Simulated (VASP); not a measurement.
# La (Fd-3m) in VASP: notebook, part 2 of 2

VASP 6.6.1. The steps go on from the part before.

## (3) Single point, r2SCAN, collinear spin (36.85 Å³/atom)

POSCAR reads:

```
La
1.0
    0.0000000000      3.3275894609      3.3275894609
    3.3275894609      0.0000000000      3.3275894609
    3.3275894609      3.3275894609      0.0000000000
La
2
Direct
    0.1250000000      0.1250000000      0.1250000000
    0.8750000000      0.8750000000      0.8750000000
```

INCAR.step1 reads:

```
ALGO     = Normal         # electronic algorithm
EDIFF    = 1E-4           # SCF threshold, eV
ENCUT    = 520            # plane-wave cutoff, eV
GGA      = PE             # functional
ISMEAR   = -1             # smearing method
ISPIN    = 2              # spin polarisation
LASPH    = True           # aspherical terms in the spheres
LCHARG   = False          # write CHGCAR
LMAXMIX  = 6              # l up to which the mixer works
LREAL    = False          # projectors in reciprocal space
LWAVE    = True           # write WAVECAR
MAGMOM   = 1 1            # initial moments
NBANDS   = 22             # bands
NELM     = 150            # most SCF steps
PREC     = Accurate       # precision mode
SIGMA    = 0.05           # smearing width, eV
```

INCAR.step2 reads:

```
ALGO     = Normal         # electronic algorithm
EDIFF    = 1E-6           # SCF threshold, eV
ENCUT    = 520            # plane-wave cutoff, eV
ISIF     = 2              # what is computed and relaxed
ISMEAR   = -1             # smearing method
ISPIN    = 2              # spin polarisation
ISTART   = 1            
LASPH    = True           # aspherical terms in the spheres
LCHARG   = False          # write CHGCAR
LMAXMIX  = 6              # l up to which the mixer works
LMIXTAU  = True         
LORBIT   = 11             # projections on sites
LREAL    = False          # projectors in reciprocal space
LWAVE    = False          # write WAVECAR
MAGMOM   = 1 1            # initial moments
METAGGA  = R2SCAN         # meta-GGA
NBANDS   = 22             # bands
NELM     = 150            # most SCF steps
PREC     = Accurate       # precision mode
SIGMA    = 0.05           # smearing width, eV
```

KPOINTS reads:

```
k-points
0
Gamma
  9 9 9
```

Potentials or basis: VASP PAW PBE potentials, release 64 (La).

The run is started by

```console
cat potpaw_PBE.64/La/POTCAR > POTCAR
cp INCAR.step1 INCAR
mpirun -np 1 vasp_std > vasp.out
cp INCAR.step2 INCAR
mpirun -np 1 vasp_std > vasp.out
```

It took 5.1 min on 1 thread of Intel Xeon Platinum 8488C (Sapphire Rapids), shared host; peak memory 0.31 GiB.

Results (log left out):

| Property | Result |
| --- | --- |
| Free energy | -57.6849 eV |
| Pressure | -0.1 GPa |
| Band gap on the k mesh | zero (filled and empty bands overlap) |
| Net moment | 0.00 μB per cell |
| Valence electrons inside the program's atomic spheres | La 9.03 |

Levels at points of the mesh, in eV from the Fermi level:
Spin up:
| k point | band 7 | band 8 | band 9 | band 10 | band 11 | band 12 | band 13 | band 14 | band 15 | band 16 |
| --- | --- | --- | --- | --- | --- | --- | --- | --- | --- | --- |
| (0.00, 0.00, 0.00) | -16.48 | -16.48 | -2.53 | -0.90 | -0.90 | 0.96 | 0.96 | 0.96 | 1.91 | 1.93 |
Spin down:
| k point | band 8 | band 9 | band 10 | band 11 | band 12 | band 13 | band 14 | band 15 |
| --- | --- | --- | --- | --- | --- | --- | --- | --- |
| (0.00, 0.00, 0.00) | -16.48 | -2.53 | -0.90 | -0.90 | 0.96 | 0.96 | 0.96 | 1.91 |

Caveat: the PAW data sets were made with another functional, which shifts forces and pressure a little; spin-orbit coupling is left out, which moves the levels of the heavy elements.

## (4) Single point, r2SCAN, collinear spin (38.32 Å³/atom)

This run uses another cell than the first one, of 38.32 Å³/atom.

POSCAR reads:

```
La
1.0
    0.0000000000      3.3713785543      3.3713785543
    3.3713785543      0.0000000000      3.3713785543
    3.3713785543      3.3713785543      0.0000000000
La
2
Direct
    0.1250000000      0.1250000000      0.1250000000
    0.8750000000      0.8750000000      0.8750000000
```

INCAR.step1 reads:

```
PREC     = Accurate       # precision mode
ENCUT    = 520            # plane-wave cutoff, eV
ISMEAR   = -1             # smearing method
SIGMA    = 0.05           # smearing width, eV
LREAL    = F              # projectors in reciprocal space
LASPH    = T              # aspherical terms in the spheres
NELM     = 150            # most SCF steps
ISPIN    = 2              # spin polarisation
MAGMOM   = 1 1            # initial moments
LMAXMIX  = 6              # l up to which the mixer works
NBANDS   = 22             # bands
GGA      = PE             # functional
ALGO     = Normal         # electronic algorithm
EDIFF    = 1E-4           # SCF threshold, eV
LWAVE    = T              # write WAVECAR
LCHARG   = F              # write CHGCAR
```

INCAR.step2 reads:

```
PREC     = Accurate       # precision mode
ENCUT    = 520            # plane-wave cutoff, eV
EDIFF    = 1E-6           # SCF threshold, eV
ISMEAR   = -1             # smearing method
SIGMA    = 0.05           # smearing width, eV
LREAL    = F              # projectors in reciprocal space
LASPH    = T              # aspherical terms in the spheres
NELM     = 150            # most SCF steps
ALGO     = Normal         # electronic algorithm
ISIF     = 2              # what is computed and relaxed
LWAVE    = F              # write WAVECAR
LCHARG   = F              # write CHGCAR
ISPIN    = 2              # spin polarisation
MAGMOM   = 1 1            # initial moments
LORBIT   = 11             # projections on sites
LMAXMIX  = 6              # l up to which the mixer works
METAGGA  = R2SCAN         # meta-GGA
LMIXTAU  = T            
NBANDS   = 22             # bands
ISTART   = 1
```

KPOINTS reads:

```
regular mesh
0
Gamma
  9 9 9
```

The run is started by

```console
cat potpaw_PBE.64/La/POTCAR > POTCAR
cp INCAR.step1 INCAR
mpirun -np 1 vasp_std > vasp.out
cp INCAR.step2 INCAR
mpirun -np 1 vasp_std > vasp.out
```

Wall time 6.7 min (1 thread of Intel Xeon Platinum 8488C (Sapphire Rapids), shared host); peak memory 0.31 GiB.

Results (log left out):

```yaml
Free_energy: -57.6671 eV
Pressure: -1.8 GPa
Band_gap_on_the_k_mesh: zero (filled and empty bands overlap)
Net_moment: 0.00 μB per cell
Valence_electrons_inside_the_program's_atomic_spheres: La 8.98
```

Levels at points of the mesh, in eV from the Fermi level:
Spin up:
```
           k point  band 9  band 10  band 11  band 12  band 13  band 14
(0.00, 0.00, 0.00)   -2.55    -0.87    -0.87     0.91     0.91     0.91
```
Spin down:
```csv
k point,band 7,band 8,band 9,band 10,band 11,band 12,band 13,band 14,band 15,band 16
"(0.00, 0.00, 0.00)",-16.60,-16.60,-2.55,-0.87,-0.87,0.91,0.91,0.91,1.81,1.87
```

Caveat: the PAW data sets were made with another functional, which shifts forces and pressure a little; spin-orbit coupling is left out, which moves the levels of the heavy elements.

## (5) Single point, r2SCAN, collinear spin (39.79 Å³/atom)

This run uses another cell than the first one, of 39.79 Å³/atom.

POSCAR reads:

```
La
1.0
    0.0000000000      3.4140587631      3.4140587631
    3.4140587631      0.0000000000      3.4140587631
    3.4140587631      3.4140587631      0.0000000000
La
2
Direct
    0.1250000000      0.1250000000      0.1250000000
    0.8750000000      0.8750000000      0.8750000000
```

INCAR.step1 reads:

```
SYSTEM = La
ALGO = Normal
EDIFF = 1E-4
ENCUT = 520
GGA = PE
ISMEAR = -1
ISPIN = 2
LASPH = .True.
LCHARG = .False.
LMAXMIX = 6
LREAL = .False.
LWAVE = .True.
MAGMOM = 1 1
NBANDS = 22
NELM = 150
PREC = Accurate
SIGMA = 0.05
```

INCAR.step2 reads:

```
SYSTEM = La
ALGO = Normal
EDIFF = 1E-6
ENCUT = 520
ISIF = 2
ISMEAR = -1
ISPIN = 2
ISTART = 1
LASPH = .True.
LCHARG = .True.
LELF = .True.
LMAXMIX = 6
LMIXTAU = .True.
LORBIT = 11
LREAL = .False.
LVHAR = .True.
LWAVE = .False.
MAGMOM = 1 1
METAGGA = R2SCAN
NBANDS = 22
NELM = 150
PREC = Accurate
SIGMA = 0.05
```

KPOINTS reads:

```
k-points
0
Gamma
  9 9 9
  0 0 0
```

The run is started by

```console
cat potpaw_PBE.64/La/POTCAR > POTCAR
cp INCAR.step1 INCAR
mpirun -np 1 vasp_std > vasp.out
cp INCAR.step2 INCAR
mpirun -np 1 vasp_std > vasp.out
```

Wall time 10 min (1 thread of Intel Xeon Platinum 8488C (Sapphire Rapids), shared host); peak memory 0.31 GiB.

The run converged. Its results:

| Property | Result |
| --- | --- |
| Free energy | -57.6205 eV |
| Pressure | -3.3 GPa |
| Band gap on the k mesh | zero (filled and empty bands overlap) |
| Net moment | -0.01 μB per cell |
| Valence electrons inside the program's atomic spheres | La 8.93 |

Levels at points of the mesh, in eV from the Fermi level:
Spin up:
```tsv
k point	band 9	band 10	band 11	band 12	band 13	band 14
(0.00, 0.00, 0.00)	-2.56	-0.83	-0.83	0.87	0.87	0.87
```
Spin down:
```
           k point  band 7  band 8  band 9  band 10  band 11  band 12  band 13  band 14  band 15  band 16
(0.00, 0.00, 0.00)  -16.72  -16.72   -2.57    -0.83    -0.83     0.87     0.87     0.87     1.73     1.81
```

Caveat: the cell stands under tension; the PAW data sets were made with another functional, which shifts forces and pressure a little; spin-orbit coupling is left out, which moves the levels of the heavy elements.

## (6) Single point, r2SCAN, collinear spin (41.27 Å³/atom)

This run uses another cell than the first one, of 41.27 Å³/atom.

POSCAR reads:

```
La
1.0
    0.0000000000      3.4556977298      3.4556977298
    3.4556977298      0.0000000000      3.4556977298
    3.4556977298      3.4556977298      0.0000000000
La
2
Direct
    0.1250000000      0.1250000000      0.1250000000
    0.8750000000      0.8750000000      0.8750000000
```

INCAR.step1 reads:

```
PREC     = Accurate       # precision mode
ENCUT    = 520            # plane-wave cutoff, eV
ISMEAR   = -1             # smearing method
SIGMA    = 0.05           # smearing width, eV
LREAL    = F              # projectors in reciprocal space
LASPH    = T              # aspherical terms in the spheres
NELM     = 150            # most SCF steps
ISPIN    = 2              # spin polarisation
MAGMOM   = 1 1            # initial moments
LMAXMIX  = 6              # l up to which the mixer works
NBANDS   = 22             # bands
GGA      = PE             # functional
ALGO     = Normal         # electronic algorithm
EDIFF    = 1E-4           # SCF threshold, eV
LWAVE    = T              # write WAVECAR
LCHARG   = F              # write CHGCAR
```

INCAR.step2 reads:

```
PREC     = Accurate       # precision mode
ENCUT    = 520            # plane-wave cutoff, eV
EDIFF    = 1E-6           # SCF threshold, eV
ISMEAR   = -1             # smearing method
SIGMA    = 0.05           # smearing width, eV
LREAL    = F              # projectors in reciprocal space
LASPH    = T              # aspherical terms in the spheres
NELM     = 150            # most SCF steps
ALGO     = Normal         # electronic algorithm
ISIF     = 2              # what is computed and relaxed
LWAVE    = F              # write WAVECAR
LCHARG   = F              # write CHGCAR
ISPIN    = 2              # spin polarisation
MAGMOM   = 1 1            # initial moments
LORBIT   = 11             # projections on sites
LMAXMIX  = 6              # l up to which the mixer works
METAGGA  = R2SCAN         # meta-GGA
LMIXTAU  = T            
NBANDS   = 22             # bands
ISTART   = 1
```

KPOINTS reads:

```
regular mesh
0
Gamma
  9 9 9
```

Potentials or basis: VASP PAW PBE potentials, release 64 (La).

The run is started by

```console
cat potpaw_PBE.64/La/POTCAR > POTCAR
cp INCAR.step1 INCAR
mpirun -np 1 vasp_std > vasp.out
cp INCAR.step2 INCAR
mpirun -np 1 vasp_std > vasp.out
```

It took 8.8 min on 1 thread of Intel Xeon Platinum 8488C (Sapphire Rapids), shared host; peak memory 0.32 GiB.

Results (log left out):

```
Free energy                                           : -57.5538 eV
Pressure                                              : -4.1 GPa
Band gap on the k mesh                                : zero (filled and empty bands overlap)
Net moment                                            : -0.01 μB per cell
Valence electrons inside the program's atomic spheres : La 8.89
```

Levels at points of the mesh, in eV from the Fermi level:
Spin up:
```
           k point  band 8  band 9  band 10  band 11  band 12  band 13  band 14  band 15
(0.00, 0.00, 0.00)  -16.82   -2.57    -0.79    -0.79     0.84     0.84     0.84     1.66
```
Spin down:
```csv
k point,band 9,band 10,band 11,band 12,band 13,band 14
"(0.00, 0.00, 0.00)",-2.57,-0.79,-0.79,0.84,0.84,0.84
```

Caveat: the cell stands under tension; the PAW data sets were made with another functional, which shifts forces and pressure a little; spin-orbit coupling is left out, which moves the levels of the heavy elements.

## (7) Overview

| cell | k mesh | gap on the mesh (eV) | pressure (GPa) | moment (μB) |
| --- | --- | --- | --- | --- |
| a = 4.706 Å, angles 60.0°, 2 atoms | 8 × 8 × 8 | none | -0.1 | 0.00 |
| a = 4.706 Å, angles 60.0°, 2 atoms | 9 × 9 × 9 | none | -0.1 | 0.00 |
| a = 4.768 Å, angles 60.0°, 2 atoms | 9 × 9 × 9 | none | -1.8 | 0.00 |
| a = 4.828 Å, angles 60.0°, 2 atoms | 9 × 9 × 9 | none | -3.3 | 0.01 |
| a = 4.887 Å, angles 60.0°, 2 atoms | 9 × 9 × 9 | none | -4.1 | 0.01 |

Alike in all rows: task single point; level r2SCAN; potentials or basis VASP PAW PBE potentials, release 64 (La); spin collinear; cutoff (eV) 520; smearing fermi-dirac 0.05 eV.

Caveats: the PAW data sets were made with another functional, which shifts forces and pressure a little; spin-orbit coupling is left out, which moves the levels of the heavy elements; the cell stands under tension (at least some runs).

Absolute energies hang on the potentials; compare differences alone.
